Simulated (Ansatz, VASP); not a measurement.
**HgTe: VASP beside Ansatz**

INCAR

```
SYSTEM = HgTe
  PREC = Accurate
  ENCUT = 600
  EDIFF = 1E-6
  ISMEAR = 0
  SIGMA = 0.1
  LREAL = .FALSE.
  LASPH = .TRUE.
  NELM = 100
  ALGO = Normal
  ISIF = 3
  LWAVE = .FALSE.
  LCHARG = .FALSE.
  GGA = PE
  IBRION = 2
  NSW = 100
  EDIFFG = -0.005
```

Contents of KPOINTS:

```
Automatic mesh
0
G
  12 12 12
  0 0 0
```

The input POSCAR:

```
HgTe
1.0
    0.0000000000      3.2899842045      3.2899842045
    3.2899842045      0.0000000000      3.2899842045
    3.2899842045      3.2899842045      0.0000000000
Hg Te
1 1
Direct
    0.0000000000      0.0000000000      0.0000000000
    0.2500000000      0.2500000000      0.2500000000
```

Input for Ansatz:

```yaml
crystal:
  lattice:
    - [0.0, 3.2899842045, 3.2899842045]
    - [3.2899842045, 0.0, 3.2899842045]
    - [3.2899842045, 3.2899842045, 0.0]
  atoms:
    - { symbol: Hg, position: [0.0, 0.0, 0.0] }
    - { symbol: Te, position: [0.25, 0.25, 0.25] }
basis:
  ecutwfc: 420
kpoints:
  mp_grid: { grid: [12, 12, 12] }
hamiltonian:
  xc: pbe
scf:
  occupations: { method: gaussian, width: 0.1 }
output:
  forces: true
  stress: true
  eigenvalues: true
relax:
  adjacent_minimum: "off"
  f_tol: 0.005
  max_steps: 80
  cell: { stress_tol: 0.05 }
```

Alike in both runs: task relaxation of cell and atoms; functional PBE; k mesh 12 × 12 × 12; occupations gaussian, width 0.1 eV; no spin polarisation.

```csv
,VASP,Ansatz
version,VASP 6.6.1,Ansatz 0.2.0
potentials or method,"VASP PAW PBE potentials, release 64 (Hg, Te), cutoff 600 eV","scalar-relativistic, plane waves, PAW"
valence electrons in the cell,18,36
```

|  | VASP | Ansatz | Ansatz less VASP |
| --- | --- | --- | --- |
| gap on the k mesh at the Fermi level, each at its own relaxed structure (eV) | none | none | - |
| relaxed volume (Å³/atom) | 36.84 | 36.80 | -0.035 |
| relaxed cell length with the largest relative difference (Å) | 4.705 | 4.704 | -0.0015 |

A gap of «none» marks a metal or a gap that the smearing closes. VASP's potentials hold 18 valence electrons a cell and Ansatz's 36, so a difference there can come from the potentials and not from the codes.

Neither program's run includes spin-orbit coupling.
